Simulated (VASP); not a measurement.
# Fe (Fmmm) in VASP: notebook

Fe is run at these levels: PBE; tasks: single point.

All numbers are computed with VASP 6.6.1; they aren't measurements. Logs are shortened: lines on timing, memory, paths and dates and some standing lists are left out, and cuts for length are marked.

**1. The cell of the first run**

Symmetry: Fmmm, No. 69, orthorhombic system. The conventional cell has a = 2.997 Å, b = 3.883 Å, c = 3.930 Å, α = 90.00°, β = 90.00°, γ = 90.00°. Fe (site symmetry mmm) has 14 Fe at 2.45 to 3.00 Å within 3.2 Å.

**2. Single point, PBE, collinear spin, ferromagnetic start**

The input, INCAR:

```
  PREC = Accurate
  ENCUT = 600
  EDIFF = 1E-6
  ISMEAR = -1
  SIGMA = 0.05
  LREAL = F
  LASPH = T
  NELM = 200
  ALGO = Normal
  ISIF = 2
  LWAVE = F
  LCHARG = F
  ISPIN = 2
  MAGMOM = 2.2
  LORBIT = 11
  LMAXMIX = 4
  GGA = PE
  NBANDS = 14
  GGA_COMPAT = F
```

The input, KPOINTS:

```
Automatic mesh
0
Gamma
  13 13 13
```

The input, POSCAR:

```
Fe
1.0
    0.0000000000      1.9417396906      1.9651051623
    1.4984397099      0.0000000000      1.9651051623
    1.4984397099      1.9417396906      0.0000000000
Fe
1
Direct
    0.0000000000      0.0000000000      0.0000000000
```

Potentials or basis: VASP PAW PBE potentials, release 64 (Fe).

Run with:

```
> cat potpaw_PBE.64/Fe/POTCAR > POTCAR
> mpirun -np 1 vasp_std > vasp.out
```

OUTCAR:

```text
PREC = Accurate
   ENCUT = 600
   EDIFF = 1E-6
   ISMEAR = -1
   LREAL = F
   LASPH = T
   NELM = 200
   ISIF = 2
   ISPIN = 2
   LORBIT = 11
   GGA = PE

 ion  position               nearest neighbor table
   1  0.000  0.000  0.000-

  LATTYP: Found a face centered orthorhombic cell.
 ALAT       =     2.9968794198
 B/A-ratio  =     1.2958410524
 C/A-ratio  =     1.3114342535

  Lattice vectors:

 A1 = (   0.0000000000,   1.9417396906,   1.9651051623)
 A2 = (   1.4984397099,   0.0000000000,   1.9651051623)
 A3 = (   1.4984397099,   1.9417396906,   0.0000000000)

Analysis of symmetry for initial positions (statically):
=====================================================================
 Subroutine PRICEL returns:
 Original cell was already a primitive cell.

 Routine SETGRP: Setting up the symmetry group for a
 face centered orthorhombic supercell.

 Subroutine GETGRP returns: Found  8 space group operations
 (whereof  8 operations were pure point group operations)
 out of a pool of  8 trial point group operations.

The static configuration has the point symmetry D_2h.

Analysis of symmetry for dynamics (positions and initial velocities):
=====================================================================
 Subroutine PRICEL returns:
 Original cell was already a primitive cell.

 Routine SETGRP: Setting up the symmetry group for a
 face centered orthorhombic supercell.

 Subroutine GETGRP returns: Found  8 space group operations
 (whereof  8 operations were pure point group operations)
 out of a pool of  8 trial point group operations.

The dynamic configuration has the point symmetry D_2h.

Analysis of structural, dynamic, and magnetic symmetry:
=====================================================================
 Subroutine PRICEL returns:
 Original cell was already a primitive cell.

 Routine SETGRP: Setting up the symmetry group for a
 face centered orthorhombic supercell.

 Subroutine GETGRP returns: Found  8 space group operations
 (whereof  8 operations were pure point group operations)
 out of a pool of  8 trial point group operations.

The overall configuration has the point symmetry D_2h.

 Subroutine INISYM returns: Found  8 space group operations
 (whereof  8 operations are pure point group operations),
 and found     1 'primitive' translations

----------------------------------------------------------------------------------------

                                     Primitive cell

  volume of cell :      11.4353

  direct lattice vectors                    reciprocal lattice vectors
     0.000000000  1.941739691  1.965105162    -0.333680426  0.257501045  0.254439309
     1.498439710  0.000000000  1.965105162     0.333680426 -0.257501045  0.254439309
     1.498439710  1.941739691  0.000000000     0.333680426  0.257501045 -0.254439309

  length of vectors
     2.762605894  2.471226388  2.452687218     0.492329947  0.492329947  0.492329947

  position of ions in fractional coordinates (direct lattice)
     0.000000000  0.000000000  0.000000000

  ion indices of the primitive-cell ions
   primitive index   ion index
                 1           1

----------------------------------------------------------------------------------------

 KPOINTS: Automatic mesh

Automatic generation of k-mesh.
 Grid dimensions read from file:
 generate k-points for:   13   13   13

 Generating k-lattice:

  Cartesian coordinates                     Fractional coordinates (reciprocal lattice)
    -0.025667725  0.019807773  0.019572255     0.076923077  0.000000000  0.000000000
     0.025667725 -0.019807773  0.019572255     0.000000000  0.076923077 -0.000000000
     0.025667725  0.019807773 -0.019572255     0.000000000 -0.000000000  0.076923077

  Length of vectors
     0.037871534  0.037871534  0.037871534

  Shift w.r.t. Gamma in fractional coordinates (k-lattice)
     0.000000000  0.000000000  0.000000000

 Subroutine IBZKPT returns following result:
 ===========================================

 Found    343 irreducible k-points:

 Following reciprocal coordinates:
            Coordinates               Weight
  0.000000  0.000000  0.000000      1.000000
  0.076923  0.000000 -0.000000      8.000000
  0.153846 -0.000000  0.000000      8.000000
  0.230769 -0.000000 -0.000000      8.000000
  0.307692 -0.000000  0.000000      8.000000
  0.384615  0.000000  0.000000      8.000000
[... 16 lines left out ...]
  0.384615  0.153846  0.000000      8.000000
  0.461538  0.153846 -0.000000      8.000000
 [... further k-points ...]
   k-points           NKPTS =    343   k-points in BZ     NKDIM =    343   number of bands    NBANDS=     14
   number of dos      NEDOS =    301   number of ions     NIONS =      1
   total plane-waves  NPLWV =   9600
   dimension x,y,z NGX =    24 NGY =   20 NGZ =   20
   dimension x,y,z NGXF=    48 NGYF=   40 NGZF=   40
   ions per type =               1
   NGX,Y,Z   is equivalent  to a cutoff of  14.44, 13.45, 13.56 a.u.
   NGXF,Y,Z  is equivalent  to a cutoff of  28.89, 26.91, 27.11 a.u.
 SYSTEM =  unknown system
   PREC   = accura    normal or accurate (medium, high low for compatibility)
   ISTART =      0    job   : 0-new  1-cont  2-samecut
   ICHARG =      2    charge: 1-file 2-atom 10-const
   ISPIN  =      2    spin polarized calculation?
   LNONCOLLINEAR =      F non collinear calculations
   LSORBIT =      F    spin-orbit coupling
   LASPH  =      T    aspherical Exc in radial PAW
   ENCUT  =  600.0 eV  44.10 Ry    6.64 a.u.   5.52  4.94  4.90*2*pi/ulx,y,z
   NELM   =    200;   NELMIN=  2; NELMDL= -5     # of ELM steps
   EDIFF  = 0.1E-05   stopping-criterion for ELM
   LREAL  =      F    real-space projection
   EDIFFG = 0.1E-04   stopping-criterion for IOM
   NSW    =      0    number of steps for IOM
   IBRION =     -1    ionic relax: 0-MD 1-quasi-New 2-CG
   NFREE  =      0    steps in history (QN), initial steepest desc. (CG)
   ISIF   =      2    stress and relaxation
   ISYM   =      2    0-nonsym 1-usesym 2-fastsym
   POTIM  = 0.5000    time-step for ionic-motion
   TEBEG  =    0.0;   TEEND  =   0.0 temperature during run
   PSTRESS=    0.0 pullay stress
   NELECT =       8.0000    total number of electrons
   NUPDOWN=      -1.0000    fix difference up-down
   EMIN   =  10.00;   EMAX   =-10.00  energy-range for DOS
   EFERMI =   0.00;   METHOD = LEGACY
   ISMEAR =    -1;   SIGMA  =   0.05  broadening in eV -4-tet -1-fermi 0-gaus
   EFERMI_NEDOS =   21; number of points for ismear=-14 and -15
   IALGO  =     38    algorithm
   IMIX   =      4    mixing-type and parameters
     AMIX     =   0.40;   BMIX     =  1.00
     AMIX_MAG =   1.60;   BMIX_MAG =  1.00
  volume/ion in A,a.u.               =      11.44        77.17
  Fermi-wavevector in a.u.,A,eV,Ry     =   1.453303  2.746344 28.736719  2.112089
  Thomas-Fermi vector in A             =   2.570585
   LORBIT       =     11    0 simple, 1 ext, 2 COOP (PROOUT), +10 PAW based schemes
   GGA     = PE    functional components
   LHFCALC =     F    Hartree Fock is set to
   AEXX    =    0.0000 exact exchange contribution
   IVDW    =     0    specifies the selected vdW correction
   LEPSILON=     F    determine dielectric tensor
   LRPA    =     F    only Hartree local field effects (RPA)
 spin polarized calculation
  energy-cutoff  :      600.00
  volume of cell :       11.44
 maximum number of plane-waves:       396
 NGX is ok and might be reduce to    24
   NGX = 11   NGY =  9   NGZ =  9

 number of electron       7.9999998 magnetization       2.1959330

 Free energy of the ion-electron system (eV)
  ---------------------------------------------------
  ext. energy  EPLUGINS =         0.00000000
  ---------------------------------------------------
  free energy    TOTEN  =        -8.22555775 eV

  energy without entropy =       -8.21610011  energy(sigma->0) =       -8.22082893

 E-fermi :   5.7883     XC(G=0): -13.0781

 val. band max:        5.7847920611   @ k =  -0.1538   0.3077   0.2308
 cond. band min:       5.7904681928   @ k =  -0.3846   0.1538   0.0769
 fundamental gap:      0.0056761317
 Fermi energy:         5.7883219391

 spin component 1

 k-point     1 :       0.0000    0.0000    0.0000
  band No.  band energies     occupation
      1      -2.6365      1.00000
      2       3.3337      1.00000
      3       3.4213      1.00000
      4       3.7472      1.00000
      5       4.4402      1.00000
      6       4.8238      1.00000
      7      29.6373      0.00000
      8      31.1136      0.00000
      9      31.3726      0.00000
     10      35.2870      0.00000
     11      36.3594      0.00000
     12      36.6128      0.00000
     13      37.1433      0.00000
     14      37.2346      0.00000
[... 375 lines left out ...]
 k-point    24 :       0.4615    0.1538   -0.0000
  band No.  band energies     occupation
      1       1.3083      1.00000
      2       2.6419      1.00000
      3       3.4203      1.00000
      4       4.4645      1.00000
      5       5.1929      0.99999
      6       7.0645      0.00000
      7      15.5235      0.00000
      8      21.3581      0.00000
      9      26.0076      0.00000
     10      31.6654      0.00000
     11      34.9304      0.00000
     12      38.3556      0.00000
     13      44.6949      0.00000
     14      46.3248      0.00000

 [... further k-points ...]

 spin component 2

 k-point     1 :       0.0000    0.0000    0.0000
  band No.  band energies     occupation
      1      -2.4715      1.00000
      2       5.1591      1.00000
      3       5.3095      0.99993
      4       5.8065      0.40996
      5       7.0697      0.00000
      6       7.6815      0.00000
      7      29.3514      0.00000
      8      30.8966      0.00000
      9      31.1951      0.00000
     10      35.6355      0.00000
     11      36.3740      0.00000
     12      37.6635      0.00000
     13      37.7767      0.00000
     14      37.8585      0.00000
[... 375 lines left out ...]
 k-point    24 :       0.4615    0.1538   -0.0000
  band No.  band energies     occupation
      1       2.2987      1.00000
      2       4.4026      1.00000
      3       4.7169      1.00000
      4       6.9299      0.00000
      5       7.8427      0.00000
      6       8.8441      0.00000
      7      16.4844      0.00000
      8      21.8934      0.00000
      9      26.5066      0.00000
     10      31.8384      0.00000
     11      35.3097      0.00000
     12      38.8595      0.00000
     13      44.8360      0.00000
     14      46.9297      0.00000

 [... further k-points ...]

------------------------ aborting loop because EDIFF is reached ----------------------------------------

  FORCE on cell =-STRESS in cart. coord.  units (eV):
  Direction    XX          YY          ZZ          XY          YZ          ZX
  --------------------------------------------------------------------------------------
  -------------------------------------------------------------------------------------
  Total       -0.4457376      0.1529509      0.0534050      0.0000000      0.0000000      0.0000000
  in kB      -62.4516257     21.4297224      7.4824882      0.0000000      0.0000000      0.0000000
  external PRESSURE =     -11.1798050 kB  Pullay stress =       0.0000000 kB

 VOLUME and BASIS-vectors are now :
 -----------------------------------------------------------------------------
  energy-cutoff  :      600.00
  volume of cell :       11.44
      direct lattice vectors                 reciprocal lattice vectors
     0.000000000  1.941739691  1.965105162    -0.333680426  0.257501045  0.254439309
     1.498439710  0.000000000  1.965105162     0.333680426 -0.257501045  0.254439309
     1.498439710  1.941739691  0.000000000     0.333680426  0.257501045 -0.254439309

 POSITION                                       TOTAL-FORCE (eV/Angst)
 -----------------------------------------------------------------------------------
      0.00000      0.00000      0.00000         0.000000      0.000000      0.000000
 -----------------------------------------------------------------------------------
    total drift:                               -0.000000     -0.000000      0.000000

  FREE ENERGIE OF THE ION-ELECTRON SYSTEM (eV)
  ---------------------------------------------------
  free  energy   TOTEN  =        -8.2255577513 eV

  energy  without entropy=       -8.2161001092  energy(sigma->0) =       -8.22082893

 total charge

# of ion       s       p       d       tot
------------------------------------------
    1        0.485   0.535   6.237   7.256

 magnetization (x)

# of ion       s       p       d       tot
------------------------------------------
    1       -0.015  -0.055   2.264   2.194
```

It took 3.9 min on 1 thread of Oxide Virtual Turin-like, shared host; peak memory 0.18 GiB.

What came out:

```yaml
Free_energy: -8.2256 eV
Pressure: -1.1 GPa
Net_moment: 2.20 μB per cell
Site_moments: Fe +2.19 μB
Valence_electrons_inside_the_program's_atomic_spheres: Fe 7.26
```

Caveat: the stress differs along the axes, from -6 to 2 GPa.

**3. Single point, PBE, collinear spin, ferromagnetic start**

The input, INCAR:

```
SYSTEM = Fe
ALGO     = Normal         ! electronic algorithm
EDIFF    = 1E-6           ! SCF threshold, eV
ENCUT    = 600            ! plane-wave cutoff, eV
GGA      = PE             ! functional
GGA_COMPAT= .False.      
ISIF     = 2              ! what is computed and relaxed
ISMEAR   = -1             ! smearing method
ISPIN    = 2              ! spin polarisation
LASPH    = .True.         ! aspherical terms in the spheres
LCHARG   = .False.        ! write CHGCAR
LMAXMIX  = 4              ! l up to which the mixer works
LORBIT   = 11             ! projections on sites
LREAL    = .False.        ! projectors in reciprocal space
LWAVE    = .False.        ! write WAVECAR
MAGMOM   = 2.2            ! initial moments
NBANDS   = 14             ! bands
NELM     = 200            ! most SCF steps
PREC     = Accurate       ! precision mode
SIGMA    = 0.05           ! smearing width, eV
```

The input, KPOINTS:

```
k-points
0
Gamma
  13 13 13
  0 0 0
```

POSCAR is that of step 2.

Potentials or basis: VASP PAW PBE potentials, release 64 (Fe).

Run with:

```
> cat potpaw_PBE.64/Fe/POTCAR > POTCAR
> mpirun -np 1 vasp_std > vasp.out
```

It took 3.9 min on 1 thread of Oxide Virtual Turin-like, shared host; peak memory 0.18 GiB.

The run converged. Its results:

| Item | Value |
| --- | --- |
| Free energy | -8.2256 eV |
| Pressure | -1.1 GPa |
| Net moment | 2.20 μB per cell |
| Site moments | Fe +2.19 μB |
| Valence electrons inside the program's atomic spheres | Fe 7.26 |

Stress tensor (GPa, compression positive):
```
-6.25  0.00  0.00
 0.00  2.14  0.00
 0.00  0.00  0.75
```

Levels at points of the mesh, in eV from the Fermi level:
Spin up:
```tsv
k point	band 3	band 4	band 5	band 6	band 7	band 8
(0.00, 0.00, 0.00)	-2.37	-2.04	-1.35	-0.96	23.85	25.33
```
Spin down:
```csv
k point,band 1,band 2,band 3,band 4,band 5,band 6,band 7
"(0.00, 0.00, 0.00)",-8.26,-0.63,-0.48,0.02,1.28,1.89,23.56
```

Caveat: the stress differs along the axes, from -6 to 2 GPa.

[end of part 1 of 2]
